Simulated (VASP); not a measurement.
# FeSi2 (P4/mmm) in VASP: further runs

Runs on FeSi2. Level: PBEsol. Tasks: single point.

Program: VASP 6.6.1. These are calculated values, not measurements. Logs are shortened: lines on timing, memory, paths and dates and some standing lists are left out, and cuts for length are marked.

**1. The cell of the first run**

Symmetry: P4/mmm, No. 123, tetragonal system. The conventional cell has a = 2.775 Å, b = 2.775 Å, c = 5.226 Å, α = 90.00°, β = 90.00°, γ = 90.00°. Fe (site symmetry 4/mmm) has 8 Si at 2.41 Å and 4 Fe at 2.77 Å within 3.2 Å. Within 3.2 Å of Si (site symmetry 4mm) lie 4 Fe at 2.41 Å and 6 Si at 2.42 to 2.81 Å.

**2. Single point, PBEsol (volume scaled by 1.10, then relaxed in part)**

File INCAR:

```
ALGO = Normal ; EDIFF = 1E-6
ENCUT = 520 ; GGA = PS
ISIF = 2 ; ISMEAR = 0
LASPH = T ; LCHARG = T
LELF = T ; LREAL = F
LVHAR = T ; LWAVE = F
NBANDS = 15 ; NELM = 100
PREC = Accurate ; SIGMA = 0.1
```

File KPOINTS:

```
k-points
0
Gamma
  16 16 8
```

File POSCAR:

```
FeSi2
1.0
    2.7747065486      0.0000000000      0.0000000000
    0.0000000000      2.7747065486      0.0000000000
    0.0000000000      0.0000000000      5.2255715940
Fe Si
1 2
Direct
    0.0000000000      0.0000000000      0.0000000000
    0.5000000000      0.5000000000      0.2686046322
    0.5000000000      0.5000000000      0.7313953678
```

Potentials or basis: VASP PAW PBE potentials, release 64 (Fe, Si).

Started as:

```sh
$ cat potpaw_PBE.64/Fe/POTCAR potpaw_PBE.64/Si/POTCAR > POTCAR
$ mpirun -np 1 vasp_std > vasp.out
```

OUTCAR:

```text
EDIFF = 1E-6
   ENCUT = 520
   GGA = PS
   ISIF = 2
   ISMEAR = 0
   LASPH = T
   LREAL = F
   NELM = 100
   PREC = Accurate

 ion  position               nearest neighbor table
   1  0.000  0.000  0.000-   2 2.41   3 2.41   2 2.41   3 2.41   2 2.41   3 2.41   2 2.41   3 2.41

   2  0.500  0.500  0.269-   1 2.41   1 2.41   1 2.41   1 2.41   3 2.42   3 2.81
   3  0.500  0.500  0.731-   1 2.41   1 2.41   1 2.41   1 2.41   2 2.42   2 2.81

  LATTYP: Found a simple tetragonal cell.
 ALAT       =     2.7747065486
 C/A-ratio  =     1.8832880171

  Lattice vectors:

 A1 = (   2.7747065486,   0.0000000000,   0.0000000000)
 A2 = (   0.0000000000,   2.7747065486,   0.0000000000)
 A3 = (   0.0000000000,   0.0000000000,   5.2255715940)

Analysis of symmetry for initial positions (statically):
=====================================================================
 Subroutine PRICEL returns:
 Original cell was already a primitive cell.

 Routine SETGRP: Setting up the symmetry group for a
 simple tetragonal supercell.

 Subroutine GETGRP returns: Found 16 space group operations
 (whereof 16 operations were pure point group operations)
 out of a pool of 16 trial point group operations.

The static configuration has the point symmetry D_4h.

Analysis of symmetry for dynamics (positions and initial velocities):
=====================================================================
 Subroutine PRICEL returns:
 Original cell was already a primitive cell.

 Routine SETGRP: Setting up the symmetry group for a
 simple tetragonal supercell.

 Subroutine GETGRP returns: Found 16 space group operations
 (whereof 16 operations were pure point group operations)
 out of a pool of 16 trial point group operations.

The dynamic configuration has the point symmetry D_4h.

 Subroutine INISYM returns: Found 16 space group operations
 (whereof 16 operations are pure point group operations),
 and found     1 'primitive' translations

----------------------------------------------------------------------------------------

                                     Primitive cell

  volume of cell :      40.2317

  direct lattice vectors                    reciprocal lattice vectors
     2.774706549  0.000000000  0.000000000     0.360398472  0.000000000  0.000000000
     0.000000000  2.774706549  0.000000000     0.000000000  0.360398472  0.000000000
     0.000000000  0.000000000  5.225571594     0.000000000  0.000000000  0.191366625

  length of vectors
     2.774706549  2.774706549  5.225571594     0.360398472  0.360398472  0.191366625

  position of ions in fractional coordinates (direct lattice)
     0.000000000  0.000000000  0.000000000
     0.500000000  0.500000000  0.268604632
     0.500000000  0.500000000  0.731395368

  ion indices of the primitive-cell ions
   primitive index   ion index
                 1           1
                 2           2
                 3           3

----------------------------------------------------------------------------------------

 KPOINTS: k-points

Automatic generation of k-mesh.
 Grid dimensions read from file:
 generate k-points for:   16   16    8

 Generating k-lattice:

  Cartesian coordinates                     Fractional coordinates (reciprocal lattice)
     0.022524904  0.000000000  0.000000000     0.062500000  0.000000000  0.000000000
     0.000000000  0.022524904  0.000000000     0.000000000  0.062500000  0.000000000
     0.000000000  0.000000000  0.023920828     0.000000000  0.000000000  0.125000000

  Length of vectors
     0.022524904  0.022524904  0.023920828

  Shift w.r.t. Gamma in fractional coordinates (k-lattice)
     0.000000000  0.000000000  0.000000000

 Subroutine IBZKPT returns following result:
 ===========================================

 Found    225 irreducible k-points:

 Following reciprocal coordinates:
            Coordinates               Weight
  0.000000  0.000000  0.000000      1.000000
  0.062500  0.000000  0.000000      4.000000
  0.125000  0.000000  0.000000      4.000000
  0.187500  0.000000  0.000000      4.000000
  0.250000  0.000000  0.000000      4.000000
  0.312500  0.000000  0.000000      4.000000
[... 16 lines left out ...]
  0.437500  0.125000  0.000000      8.000000
  0.500000  0.125000  0.000000      4.000000
 [... further k-points ...]
   k-points           NKPTS =    225   k-points in BZ     NKDIM =    225   number of bands    NBANDS=     15
   number of dos      NEDOS =    301   number of ions     NIONS =      3
   total plane-waves  NPLWV =  23040
   dimension x,y,z NGX =    24 NGY =   24 NGZ =   40
   dimension x,y,z NGXF=    48 NGYF=   48 NGZF=   80
   ions per type =               1   2
   NGX,Y,Z   is equivalent  to a cutoff of  14.38, 14.38, 12.73 a.u.
   NGXF,Y,Z  is equivalent  to a cutoff of  28.76, 28.76, 25.45 a.u.
 SYSTEM =  unknown system
   PREC   = accura    normal or accurate (medium, high low for compatibility)
   ISTART =      0    job   : 0-new  1-cont  2-samecut
[... 33 lines left out ...]
   LHFCALC =     F    Hartree Fock is set to
   AEXX    =    0.0000 exact exchange contribution
   IVDW    =     0    specifies the selected vdW correction
   LEPSILON=     F    determine dielectric tensor
   LRPA    =     F    only Hartree local field effects (RPA)
 non-spin polarized calculation
 Gauss-broadening in eV      SIGMA  =   0.10
  energy-cutoff  :      520.00
  volume of cell :       40.23
 maximum number of plane-waves:      1104
 NGX is ok and might be reduce to    24
   NGX = 11   NGY = 11   NGZ = 19

 number of electron      16.0000003 magnetization

 Free energy of the ion-electron system (eV)
  ---------------------------------------------------
  ext. energy  EPLUGINS =         0.00000000
  ---------------------------------------------------
  free energy    TOTEN  =       -21.77539913 eV

  energy without entropy =      -21.76884470  energy(sigma->0) =      -21.77212192

 E-fermi :   8.8425     XC(G=0): -11.6873

 val. band max:        8.8411080758   @ k =   0.4375   0.4375   0.2500
 cond. band min:       8.8521180150   @ k =   0.5000   0.4375   0.0000
 fundamental gap:      0.0110099392
 Fermi energy:         8.8424713712

 k-point     1 :       0.0000    0.0000    0.0000
  band No.  band energies     occupation
      1      -4.4363      2.00000
      2       0.0944      2.00000
      3       1.4346      2.00000
      4       5.6232      2.00000
      5       7.4465      2.00000
      6       7.4465      2.00000
      7       7.4630      2.00000
      8       8.1851      2.00000
      9      12.8640      0.00000
     10      12.8640      0.00000
     11      15.1954      0.00000
     12      15.8831      0.00000
     13      16.6060      0.00000
     14      16.9617      0.00000
     15      17.5507      0.00000

 k-point     2 :       0.0625    0.0000    0.0000
  band No.  band energies     occupation
      1      -4.3626      2.00000
      2       0.1478      2.00000
      3       1.5049      2.00000
      4       5.6184      2.00000
      5       7.3872      2.00000
      6       7.4557      2.00000
      7       7.4605      2.00000
      8       8.1188      2.00000
      9      12.1210      0.00000
     10      12.9712      0.00000
     11      15.2760      0.00000
     12      15.9602      0.00000
     13      16.2036      0.00000
     14      17.0116      0.00000
     15      17.5713      0.00000

 k-point     3 :       0.1250    0.0000    0.0000
  band No.  band energies     occupation
      1      -4.1425      2.00000
      2       0.3059      2.00000
      3       1.7138      2.00000
      4       5.5754      2.00000
      5       7.2171      2.00000
      6       7.4139      2.00000
      7       7.5008      2.00000
      8       7.9413      2.00000
      9      10.8296      0.00000
     10      13.2739      0.00000
     11      14.6412      0.00000
     12      15.5479      0.00000
     13      16.2814      0.00000
     14      17.1982      0.00000
     15      17.6320      0.00000
[... 343 lines left out ...]
 k-point    23 :       0.4375    0.1250    0.0000
  band No.  band energies     occupation
      1      -0.9754      2.00000
      2       2.1560      2.00000
      3       2.2917      2.00000
      4       4.3488      2.00000
      5       5.3729      2.00000
      6       6.4370      2.00000
      7       6.9594      2.00000
      8       8.1149      2.00000
      9       8.9250      0.24306
     10      10.1681      0.00000
     11      11.4133      0.00000
     12      13.5482      0.00000
     13      16.2757      0.00000
     14      17.5732      0.00000
     15      18.7954      0.00000

 k-point    24 :       0.5000    0.1250    0.0000
  band No.  band energies     occupation
      1      -0.5980      2.00000
      2       1.6889      2.00000
      3       2.4364      2.00000
      4       4.5783      2.00000
      5       5.2414      2.00000
      6       6.2890      2.00000
      7       6.9774      2.00000
      8       8.1498      2.00000
      9       8.9350      0.19091
     10       9.9960      0.00000
     11      11.1757      0.00000
     12      13.7391      0.00000
     13      16.3504      0.00000
     14      17.3342      0.00000
     15      19.1327      0.00000

 [... further k-points ...]
[... 5 lines left out ...]
  --------------------------------------------------------------------------------------
  -------------------------------------------------------------------------------------
  Total       -3.6640090     -3.6640090     -3.6419866      0.0000000      0.0000000      0.0000000
  in kB     -145.9147502   -145.9147502   -145.0377353      0.0000000      0.0000000      0.0000000
  external PRESSURE =    -145.6224119 kB  Pullay stress =       0.0000000 kB

 VOLUME and BASIS-vectors are now :
 -----------------------------------------------------------------------------
  energy-cutoff  :      520.00
  volume of cell :       40.23
      direct lattice vectors                 reciprocal lattice vectors
     2.774706549  0.000000000  0.000000000     0.360398472  0.000000000  0.000000000
     0.000000000  2.774706549  0.000000000     0.000000000  0.360398472  0.000000000
     0.000000000  0.000000000  5.225571594     0.000000000  0.000000000  0.191366625

 POSITION                                       TOTAL-FORCE (eV/Angst)
 -----------------------------------------------------------------------------------
      0.00000      0.00000      0.00000         0.000000      0.000000      0.000000
      1.38735      1.38735      1.40361         0.000000      0.000000      0.006992
      1.38735      1.38735      3.82196         0.000000      0.000000     -0.006992
 -----------------------------------------------------------------------------------
    total drift:                               -0.000000      0.000000      0.000000

  FREE ENERGIE OF THE ION-ELECTRON SYSTEM (eV)
  ---------------------------------------------------
  free  energy   TOTEN  =       -21.7753991336 eV

  energy  without entropy=      -21.7688446966  energy(sigma->0) =      -21.77212192
```

It took 92 s on 1 thread of Intel Xeon 6975P-C, shared host; peak memory 0.26 GiB.

Results:

```yaml
Free_energy: -21.7754 eV
Pressure: -14.6 GPa
Largest_force: 0.007 eV/Å
Band_gap_on_the_k_mesh: zero (band 8 reaches 8.90 eV, above the bottom of band 9 at 8.69 eV)
```

Forces on the atoms (eV/Å):
```
Fe   0.000  0.000  0.000
Si   0.000  0.000  0.007
Si   0.000  0.000 -0.007
```

Levels at points of the mesh, in eV from the Fermi level:
```csv
k point,band 5,band 6,band 7,band 8,band 9,band 10,band 11,band 12
"(0.00, 0.00, 0.00)",-1.40,-1.40,-1.38,-0.66,4.02,4.02,6.35,7.04
"(0.50, 0.00, 0.00)",-3.47,-2.80,-1.96,-1.01,0.11,1.17,2.25,7.70
"(0.50, 0.50, 0.00)",-4.21,-3.22,-1.94,-0.26,0.06,2.44,3.06,3.06
"(0.00, 0.00, 0.50)",-2.03,-1.44,-1.44,-0.66,2.29,5.05,5.05,6.16
"(0.50, 0.00, 0.50)",-2.82,-2.13,-1.95,-1.02,0.43,2.19,4.42,5.09
"(0.50, 0.50, 0.50)",-3.19,-3.19,-1.55,0.06,0.53,0.53,1.45,2.16
```

Caveat: the PAW data sets were made with another functional, which shifts forces and pressure a little. Spin polarisation is off, so any magnetic state and its effect on volume and gap are missing.

**3. Single point, PBEsol (volume scaled by 0.88, then relaxed in part)**

File INCAR:

```
SYSTEM = FeSi2
PREC = Accurate
ENCUT = 520
EDIFF = 1E-7
ISMEAR = 0
SIGMA = 0.1
LREAL = .False.
LASPH = .True.
NELM = 80
ALGO = Normal
ISIF = 2
LWAVE = .False.
LCHARG = .True.
GGA = PS
LELF = .True.
LVHAR = .True.
NBANDS = 15
```

File KPOINTS:

```
Automatic mesh
0
Gamma
  16 16 8
  0 0 0
```

File POSCAR:

```
FeSi2
1.0
    2.5497489224      0.0000000000      0.0000000000
    0.0000000000      2.5497489224      0.0000000000
    0.0000000000      0.0000000000      4.9506596889
Fe Si
1 2
Direct
    0.0000000000      0.0000000000      0.0000000000
    0.5000000000      0.5000000000      0.2755601079
    0.5000000000      0.5000000000      0.7244398921
```

Potentials or basis: VASP PAW PBE potentials, release 64 (Fe, Si).

Started as:

```sh
$ cat potpaw_PBE.64/Fe/POTCAR potpaw_PBE.64/Si/POTCAR > POTCAR
$ mpirun -np 1 vasp_std > vasp.out
```

Wall time 83 s (1 thread of Intel Xeon 6975P-C, shared host); peak memory 0.23 GiB.

It converged, with:

- Free energy: -21.5332 eV
- Pressure: 34.0 GPa
- Largest force: 0.041 eV/Å
- Band gap on the k mesh: zero (band 8 reaches 12.21 eV, above the bottom of band 9 at 11.53 eV)

Forces on the atoms (eV/Å):
```
Fe   0.000  0.000  0.000
Si   0.000  0.000  0.041
Si   0.000  0.000 -0.041
```

Levels at points of the mesh, in eV from the Fermi level:
```tsv
k point	band 5	band 6	band 7	band 8	band 9	band 10	band 11	band 12
(0.00, 0.00, 0.00)	-2.12	-1.65	-1.65	-0.53	5.55	5.55	6.87	7.32
(0.50, 0.00, 0.00)	-4.30	-3.82	-2.23	-1.19	0.07	2.03	2.52	8.13
(0.50, 0.50, 0.00)	-4.78	-3.18	-2.79	0.44	1.80	2.82	2.91	2.91
(0.00, 0.00, 0.50)	-2.83	-1.70	-1.70	-0.53	2.91	6.33	6.94	6.94
(0.50, 0.00, 0.50)	-3.73	-2.94	-2.23	-1.21	0.95	2.70	4.67	5.70
(0.50, 0.50, 0.50)	-3.36	-3.36	-2.20	0.13	0.13	0.44	0.65	4.15
```

Caveat: the PAW data sets were made with another functional, which shifts forces and pressure a little. Spin polarisation is off, so any magnetic state and its effect on volume and gap are missing.

**4. Single point, PBEsol (volume scaled by 0.91, then relaxed in part)**

File INCAR:

```
SYSTEM = FeSi2
PREC     = Accurate       ! precision mode
ENCUT    = 520            ! plane-wave cutoff, eV
EDIFF    = 1E-7           ! SCF threshold, eV
ISMEAR   = 0              ! smearing method
SIGMA    = 0.1            ! smearing width, eV
LREAL    = .FALSE.        ! projectors in reciprocal space
LASPH    = .TRUE.         ! aspherical terms in the spheres
NELM     = 60             ! most SCF steps
ALGO     = Normal         ! electronic algorithm
ISIF     = 2              ! what is computed and relaxed
LWAVE    = .FALSE.        ! write WAVECAR
LCHARG   = .FALSE.        ! write CHGCAR
GGA      = PS             ! functional
NBANDS   = 15             ! bands
```

File KPOINTS:

```
regular mesh
0
G
  16 16 8
  0 0 0
```

File POSCAR:

```
FeSi2
1.0
    2.5823320901      0.0000000000      0.0000000000
    0.0000000000      2.5823320901      0.0000000000
    0.0000000000      0.0000000000      4.9910560075
Fe Si
1 2
Direct
    0.0000000000      0.0000000000      0.0000000000
    0.5000000000      0.5000000000      0.2746580491
    0.5000000000      0.5000000000      0.7253419509
```

Started as:

```sh
$ cat potpaw_PBE.64/Fe/POTCAR potpaw_PBE.64/Si/POTCAR > POTCAR
$ mpirun -np 1 vasp_std > vasp.out
```

It took 87 s on 1 thread of Intel Xeon 6975P-C, shared host; peak memory 0.23 GiB.

It converged, with:

| Quantity | Value |
| --- | --- |
| Free energy | -21.7287 eV |
| Pressure | 23.4 GPa |
| Largest force | 0.034 eV/Å |
| Band gap on the k mesh | zero (band 8 reaches 11.67 eV, above the bottom of band 9 at 11.07 eV) |

Forces on the atoms (eV/Å):
```
Fe   0.000  0.000  0.000
Si   0.000  0.000  0.034
Si   0.000  0.000 -0.034
```

Levels at points of the mesh, in eV from the Fermi level:
```csv
k point,band 5,band 6,band 7,band 8,band 9,band 10,band 11,band 12
"(0.00, 0.00, 0.00)",-2.00,-1.62,-1.62,-0.56,5.29,5.29,6.79,7.27
"(0.50, 0.00, 0.00)",-4.18,-3.66,-2.20,-1.17,0.08,1.88,2.44,8.08
"(0.50, 0.50, 0.00)",-4.70,-3.23,-2.66,0.36,1.45,2.76,2.92,2.92
"(0.00, 0.00, 0.50)",-2.72,-1.67,-1.67,-0.56,2.81,6.33,6.62,6.62
"(0.50, 0.00, 0.50)",-3.59,-2.82,-2.19,-1.19,0.85,2.62,4.73,5.48
"(0.50, 0.50, 0.50)",-3.35,-3.35,-2.10,0.19,0.19,0.36,0.77,3.80
```

Caveat: the PAW data sets were made with another functional, which shifts forces and pressure a little.

**5. Single point, PBEsol (volume scaled by 0.94, then relaxed in part)**

File INCAR:

```
  PREC = Accurate
  ENCUT = 520
  EDIFF = 1E-6
  ISMEAR = 0
  SIGMA = 0.1
  LREAL = F
  LASPH = T
  NELM = 100
  ALGO = Normal
  ISIF = 2
  LWAVE = F
  LCHARG = T
  GGA = PS
  LELF = T
  LVHAR = T
  NBANDS = 15
```

File KPOINTS:

```
regular mesh
0
Gamma
  16 16 8
```

File POSCAR:

```
FeSi2
1.0
    2.6142225854      0.0000000000      0.0000000000
    0.0000000000      2.6142225854      0.0000000000
    0.0000000000      0.0000000000      5.0305788917
Fe Si
1 2
Direct
    0.0000000000      0.0000000000      0.0000000000
    0.5000000000      0.5000000000      0.2737616846
    0.5000000000      0.5000000000      0.7262383154
```

Started as:

```sh
$ cat potpaw_PBE.64/Fe/POTCAR potpaw_PBE.64/Si/POTCAR > POTCAR
$ mpirun -np 1 vasp_std > vasp.out
```

Wall time 1.7 min (1 thread of Intel Xeon 6975P-C, shared host); peak memory 0.24 GiB.

Results (log left out):

```yaml
Free_energy: -21.8576 eV
Pressure: 14.4 GPa
Largest_force: 0.030 eV/Å
Band_gap_on_the_k_mesh: zero (band 8 reaches 11.16 eV, above the bottom of band 9 at 10.64 eV)
```

Forces in eV/Å, atoms in the order of the input:
```
Fe   0.000  0.000  0.000
Si   0.000  0.000  0.030
Si   0.000  0.000 -0.030
```

Levels at points of the mesh, in eV from the Fermi level:
```
           k point  band 6  band 7  band 8  band 9  band 10  band 11
(0.00, 0.00, 0.00)   -1.59   -1.59   -0.59    5.05     5.05     6.71
(0.50, 0.00, 0.00)   -3.51   -2.16   -1.15    0.09     1.74     2.38
(0.50, 0.50, 0.00)   -3.25   -2.53    0.29    1.13     2.70     2.93
(0.00, 0.00, 0.50)   -1.63   -1.63   -0.59    2.71     6.32     6.32
(0.50, 0.00, 0.50)   -2.69   -2.15   -1.16    0.76     2.55     4.78
(0.50, 0.50, 0.50)   -3.34   -2.00    0.25    0.25     0.29     0.89
```

Caveat: the PAW data sets were made with another functional, which shifts forces and pressure a little.

**6. Overview**

```tsv
cell	gap on the mesh (eV)	pressure (GPa)	largest force (eV/Å)
a = 2.775, b = 2.775, c = 5.226 Å, 3 atoms	none	-14.6	0.01
a = 2.550, b = 2.550, c = 4.951 Å, 3 atoms	none	34.0	0.04
a = 2.582, b = 2.582, c = 4.991 Å, 3 atoms	none	23.4	0.03
a = 2.614, b = 2.614, c = 5.031 Å, 3 atoms	none	14.4	0.03
```

Alike in all rows: task single point; level PBEsol; potentials or basis VASP PAW PBE potentials, release 64 (Fe, Si); no spin polarisation; k mesh 16 × 16 × 8; cutoff (eV) 520; smearing gaussian 0.1 eV.

Caveats: the PAW data sets were made with another functional, which shifts forces and pressure a little.

Total energies depend on the potentials used, so only differences within one code and one set of settings carry meaning.
